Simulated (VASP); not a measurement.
# SiC (I-4m2) in VASP: notebook

The runs below take SiC through single point, with PBE.

All numbers are computed with VASP 6.6.1; they aren't measurements. Logs are shortened: lines on timing, memory, paths and dates and some standing lists are left out, and cuts for length are marked.

### Step 1. The cell of the first run

It takes space group I-4m2 (No. 119, tetragonal). Conventional cell: a = 3.080 Å, b = 3.080 Å, c = 4.400 Å, α = 90.00°, β = 90.00°, γ = 90.00°. Within 2.5 Å of Si (site symmetry -4m2) lie 4 C at 1.89 Å. Within 2.5 Å of C (site symmetry -4m2) lie 4 Si at 1.89 Å.

### Step 2. Single point, PBE (uniaxial z strain +1.0%)

The input, INCAR:

```
SYSTEM = SiC
  PREC = Accurate
  ENCUT = 520
  EDIFF = 1E-6
  ISMEAR = 0
  SIGMA = 0.01
  LREAL = .FALSE.
  LASPH = .TRUE.
  NELM = 100
  ALGO = Normal
  ISIF = 2
  LWAVE = .FALSE.
  LCHARG = .TRUE.
  GGA = PE
  LELF = .TRUE.
  LVHAR = .TRUE.
  NBANDS = 11
```

The input, KPOINTS:

```
regular mesh
0
G
  6 6 6
  0 0 0
```

The input, POSCAR:

```
SiC
1.0
    0.0000000000      2.1780523510      2.1998328745
    2.1780523510      0.0000000000      2.1998328745
    2.1780523510      2.1780523510      0.0000000000
Si C
1 1
Direct
    0.0000000000      0.0000000000      0.0000000000
    0.2500000000      0.2500000000      0.2500000000
```

Potentials or basis: VASP PAW PBE potentials, release 64 (Si, C).

Started as:

```sh
$ cat potpaw_PBE.64/Si/POTCAR potpaw_PBE.64/C/POTCAR > POTCAR
$ mpirun -np 1 vasp_std > vasp.out
```

OUTCAR:

```text
SYSTEM = SiC
   PREC = Accurate
   ENCUT = 520
   EDIFF = 1E-6
   ISMEAR = 0
   LREAL = .FALSE.
   LASPH = .TRUE.
   NELM = 100
   ISIF = 2
   GGA = PE

 ion  position               nearest neighbor table
   1  0.000  0.000  0.000-   2 1.89   2 1.89   2 1.89   2 1.89
   2  0.250  0.250  0.250-   1 1.89   1 1.89   1 1.89   1 1.89

  LATTYP: Found a body centered tetragonal cell.
 ALAT       =     3.0802311743
 C/A-ratio  =     1.4283556980

  Lattice vectors:

 A1 = (  -2.1780523510,   0.0000000000,   2.1998328745)
 A2 = (   2.1780523510,   0.0000000000,   2.1998328745)
 A3 = (   0.0000000000,   2.1780523510,  -2.1998328745)

Analysis of symmetry for initial positions (statically):
=====================================================================
 Subroutine PRICEL returns:
 Original cell was already a primitive cell.

 Routine SETGRP: Setting up the symmetry group for a
 body centered tetragonal supercell.

 Subroutine GETGRP returns: Found  8 space group operations
 (whereof  8 operations were pure point group operations)
 out of a pool of 16 trial point group operations.

The static configuration has the point symmetry D_2d.

Analysis of symmetry for dynamics (positions and initial velocities):
=====================================================================
 Subroutine PRICEL returns:
 Original cell was already a primitive cell.

 Routine SETGRP: Setting up the symmetry group for a
 body centered tetragonal supercell.

 Subroutine GETGRP returns: Found  8 space group operations
 (whereof  8 operations were pure point group operations)
 out of a pool of 16 trial point group operations.

The dynamic configuration has the point symmetry D_2d.

 Subroutine INISYM returns: Found  8 space group operations
 (whereof  8 operations are pure point group operations),
 and found     1 'primitive' translations

----------------------------------------------------------------------------------------

                                     Primitive cell

  volume of cell :      20.8716

  direct lattice vectors                    reciprocal lattice vectors
     0.000000000  2.178052351  2.199832875    -0.229562894  0.229562894  0.227289994
     2.178052351  0.000000000  2.199832875     0.229562894 -0.229562894  0.227289994
     2.178052351  2.178052351  0.000000000     0.229562894  0.229562894 -0.227289994

  length of vectors
     3.095670641  3.095670641  3.080231174     0.396306681  0.396306681  0.396306681

  position of ions in fractional coordinates (direct lattice)
     0.000000000  0.000000000  0.000000000
     0.250000000  0.250000000  0.250000000

  ion indices of the primitive-cell ions
   primitive index   ion index
                 1           1
                 2           2

----------------------------------------------------------------------------------------

 KPOINTS: regular mesh

Automatic generation of k-mesh.
 Grid dimensions read from file:
 generate k-points for:    6    6    6

 Generating k-lattice:

  Cartesian coordinates                     Fractional coordinates (reciprocal lattice)
    -0.038260482  0.038260482  0.037881666     0.166666667  0.000000000  0.000000000
     0.038260482 -0.038260482  0.037881666     0.000000000  0.166666667  0.000000000
     0.038260482  0.038260482 -0.037881666    -0.000000000 -0.000000000  0.166666667

  Length of vectors
     0.066051113  0.066051113  0.066051113

  Shift w.r.t. Gamma in fractional coordinates (k-lattice)
     0.000000000  0.000000000  0.000000000

 Subroutine IBZKPT returns following result:
 ===========================================

 Found     30 irreducible k-points:

 Following reciprocal coordinates:
            Coordinates               Weight
  0.000000  0.000000  0.000000      1.000000
  0.166667  0.000000  0.000000      8.000000
  0.333333 -0.000000  0.000000      8.000000
  0.500000 -0.000000  0.000000      4.000000
  0.166667  0.166667  0.000000      2.000000
  0.333333  0.166667  0.000000      8.000000
[... 16 lines left out ...]
  0.333333  0.000000  0.333333      4.000000
  0.500000  0.000000  0.333333     16.000000
 [... further k-points ...]
   k-points           NKPTS =     30   k-points in BZ     NKDIM =     30   number of bands    NBANDS=     11
   number of dos      NEDOS =    301   number of ions     NIONS =      2
   total plane-waves  NPLWV =  13824
   dimension x,y,z NGX =    24 NGY =   24 NGZ =   24
   dimension x,y,z NGXF=    48 NGYF=   48 NGZF=   48
   ions per type =               1   1
   NGX,Y,Z   is equivalent  to a cutoff of  12.89, 12.89, 12.95 a.u.
   NGXF,Y,Z  is equivalent  to a cutoff of  25.78, 25.78, 25.91 a.u.
 SYSTEM =  SiC
   PREC   = accura    normal or accurate (medium, high low for compatibility)
   ISTART =      0    job   : 0-new  1-cont  2-samecut
   ICHARG =      2    charge: 1-file 2-atom 10-const
   ISPIN  =      1    spin polarized calculation?
   LNONCOLLINEAR =      F non collinear calculations
   LSORBIT =      F    spin-orbit coupling
   LASPH  =      T    aspherical Exc in radial PAW
   ENCUT  =  520.0 eV  38.22 Ry    6.18 a.u.   5.76  5.76  5.73*2*pi/ulx,y,z
   NELM   =    100;   NELMIN=  2; NELMDL= -5     # of ELM steps
   EDIFF  = 0.1E-05   stopping-criterion for ELM
   LREAL  =      F    real-space projection
   EDIFFG = 0.1E-04   stopping-criterion for IOM
   NSW    =      0    number of steps for IOM
   IBRION =     -1    ionic relax: 0-MD 1-quasi-New 2-CG
   NFREE  =      0    steps in history (QN), initial steepest desc. (CG)
   ISIF   =      2    stress and relaxation
   ISYM   =      2    0-nonsym 1-usesym 2-fastsym
   POTIM  = 0.5000    time-step for ionic-motion
   TEBEG  =    0.0;   TEEND  =   0.0 temperature during run
   PSTRESS=    0.0 pullay stress
   NELECT =       8.0000    total number of electrons
   NUPDOWN=      -1.0000    fix difference up-down
   EMIN   =  10.00;   EMAX   =-10.00  energy-range for DOS
   EFERMI =   0.00;   METHOD = LEGACY
   ISMEAR =     0;   SIGMA  =   0.01  broadening in eV -4-tet -1-fermi 0-gaus
   EFERMI_NEDOS =   21; number of points for ismear=-14 and -15
   IALGO  =     38    algorithm
   IMIX   =      4    mixing-type and parameters
     AMIX     =   0.40;   BMIX     =  1.00
     AMIX_MAG =   1.60;   BMIX_MAG =  1.00
  volume/ion in A,a.u.               =      10.44        70.42
  Fermi-wavevector in a.u.,A,eV,Ry     =   1.189194  2.247251 19.241120  1.414182
  Thomas-Fermi vector in A             =   2.325307
   LORBIT       =      0    0 simple, 1 ext, 2 COOP (PROOUT), +10 PAW based schemes
   GGA     = PE    functional components
   LHFCALC =     F    Hartree Fock is set to
   AEXX    =    0.0000 exact exchange contribution
   IVDW    =     0    specifies the selected vdW correction
   LEPSILON=     F    determine dielectric tensor
   LRPA    =     F    only Hartree local field effects (RPA)
 non-spin polarized calculation
 Gauss-broadening in eV      SIGMA  =   0.01
  energy-cutoff  :      520.00
  volume of cell :       20.87
 maximum number of plane-waves:       572
   NGX = 11   NGY = 11   NGZ = 11

 number of electron       8.0000001 magnetization

 Free energy of the ion-electron system (eV)
  ---------------------------------------------------
  ext. energy  EPLUGINS =         0.00000000
  ---------------------------------------------------
  free energy    TOTEN  =       -15.04859996 eV

  energy without entropy =      -15.04859996  energy(sigma->0) =      -15.04859996

 E-fermi :   8.1826     XC(G=0): -11.3166

 val. band max:        8.0410352653   @ k =   0.0000   0.0000   0.0000
 cond. band min:       9.3474394965   @ k =   0.5000   0.0000   0.5000
 fundamental gap:      1.3064042313
 Fermi energy:         8.1826354031

 k-point     1 :       0.0000    0.0000    0.0000
  band No.  band energies     occupation
      1      -7.3210      2.00000
      2       7.9725      2.00000
      3       8.0410      2.00000
      4       8.0410      2.00000
      5      14.1485      0.00000
      6      15.2506      0.00000
      7      15.2506      0.00000
      8      15.2769      0.00000
      9      22.3128      0.00000
     10      22.6183      0.00000
     11      24.3591      0.00000

 k-point     2 :       0.1667    0.0000    0.0000
  band No.  band energies     occupation
      1      -6.7854      2.00000
      2       5.6521      2.00000
      3       7.6548      2.00000
      4       7.7227      2.00000
      5      14.2768      0.00000
      6      15.7644      0.00000
      7      15.7856      0.00000
      8      16.2914      0.00000
      9      20.8580      0.00000
     10      21.0304      0.00000
     11      23.6172      0.00000

 k-point     3 :       0.3333   -0.0000    0.0000
  band No.  band energies     occupation
      1      -5.2701      2.00000
      2       1.8680      2.00000
      3       7.1233      2.00000
      4       7.2278      2.00000
      5      13.6166      0.00000
      6      15.5524      0.00000
      7      15.6758      0.00000
      8      17.8728      0.00000
      9      22.2082      0.00000
     10      22.2449      0.00000
     11      23.1977      0.00000

 k-point     4 :       0.5000   -0.0000    0.0000
  band No.  band energies     occupation
      1      -3.7850      2.00000
      2      -0.4732      2.00000
      3       6.9071      2.00000
      4       7.0277      2.00000
      5      13.3601      0.00000
      6      15.1402      0.00000
      7      15.2774      0.00000
      8      18.0230      0.00000
      9      24.1003      0.00000
     10      25.0948      0.00000
     11      25.2280      0.00000
[... 239 lines left out ...]
 k-point    22 :      -0.3333    0.5000    0.1667
  band No.  band energies     occupation
      1      -2.2066      2.00000
      2       0.6845      2.00000
      3       3.5861      2.00000
      4       3.6922      2.00000
      5      12.0799      0.00000
      6      15.1868      0.00000
      7      18.8097      0.00000
      8      20.0848      0.00000
      9      22.0797      0.00000
     10      25.6143      0.00000
     11      28.9435      0.00000

 k-point    23 :       0.3333    0.0000    0.3333
  band No.  band energies     occupation
      1      -4.5491      2.00000
      2       3.0026      2.00000
      3       5.3804      2.00000
      4       5.4048      2.00000
      5      10.6305      0.00000
      6      13.1488      0.00000
      7      19.9211      0.00000
      8      20.2080      0.00000
      9      20.9900      0.00000
     10      25.5537      0.00000
     11      30.1657      0.00000

 k-point    24 :       0.5000    0.0000    0.3333
  band No.  band energies     occupation
      1      -3.0048      2.00000
      2       1.2104      2.00000
      3       3.6960      2.00000
      4       5.2202      2.00000
      5      10.7054      0.00000
      6      14.1280      0.00000
      7      19.9341      0.00000
      8      20.2296      0.00000
      9      22.1721      0.00000
     10      25.9958      0.00000
     11      29.4161      0.00000

 [... further k-points ...]

------------------------ aborting loop because EDIFF is reached ----------------------------------------

  FORCE on cell =-STRESS in cart. coord.  units (eV):
  Direction    XX          YY          ZZ          XY          YZ          ZX
  --------------------------------------------------------------------------------------
  -------------------------------------------------------------------------------------
  Total        0.2863371      0.2863371     -0.0524254      0.0000000      0.0000000      0.0000000
  in kB       21.9802150     21.9802150     -4.0243517      0.0000000      0.0000000      0.0000000
  external PRESSURE =      13.3120261 kB  Pullay stress =       0.0000000 kB

 VOLUME and BASIS-vectors are now :
 -----------------------------------------------------------------------------
  energy-cutoff  :      520.00
  volume of cell :       20.87
      direct lattice vectors                 reciprocal lattice vectors
     0.000000000  2.178052351  2.199832875    -0.229562894  0.229562894  0.227289994
     2.178052351  0.000000000  2.199832875     0.229562894 -0.229562894  0.227289994
     2.178052351  2.178052351  0.000000000     0.229562894  0.229562894 -0.227289994

 POSITION                                       TOTAL-FORCE (eV/Angst)
 -----------------------------------------------------------------------------------
      0.00000      0.00000      0.00000         0.000000      0.000000      0.000000
      1.08903      1.08903      1.09992        -0.000000     -0.000000     -0.000000
 -----------------------------------------------------------------------------------
    total drift:                                0.000000      0.000000      0.000000

  FREE ENERGIE OF THE ION-ELECTRON SYSTEM (eV)
  ---------------------------------------------------
  free  energy   TOTEN  =       -15.0485999594 eV

  energy  without entropy=      -15.0485999594  energy(sigma->0) =      -15.04859996
```

Wall time 2.6 s (1 thread of Intel Xeon 6975P-C, shared host); peak memory 0.13 GiB.

What came out:

```
Free energy            : -15.0486 eV
Pressure               : 1.3 GPa
Band gap on the k mesh : 1.31 eV, indirect (least direct gap 4.52 eV)
```

Levels at points of the mesh, in eV from the valence-band top:
| k point | band 2 | band 3 | band 4 | band 5 | band 6 | band 7 |
| --- | --- | --- | --- | --- | --- | --- |
| (0.00, 0.00, 0.00) | -0.07 | 0.00 | 0.00 | 6.11 | 7.21 | 7.21 |
| (0.50, 0.00, 0.00) | -8.51 | -1.13 | -1.01 | 5.32 | 7.10 | 7.24 |
| (0.50, 0.50, 0.00) | -7.88 | -3.12 | -3.12 | 1.40 | 4.38 | 13.94 |
| (0.50, 0.00, 0.50) | -7.75 | -3.24 | -3.22 | 1.31 | 4.21 | 13.74 |

Caveat: the cell differs from its parent crystal (uniaxial z strain +1.0%). A k mesh can miss the band edges.

(Part 1 of 2 ends here.)
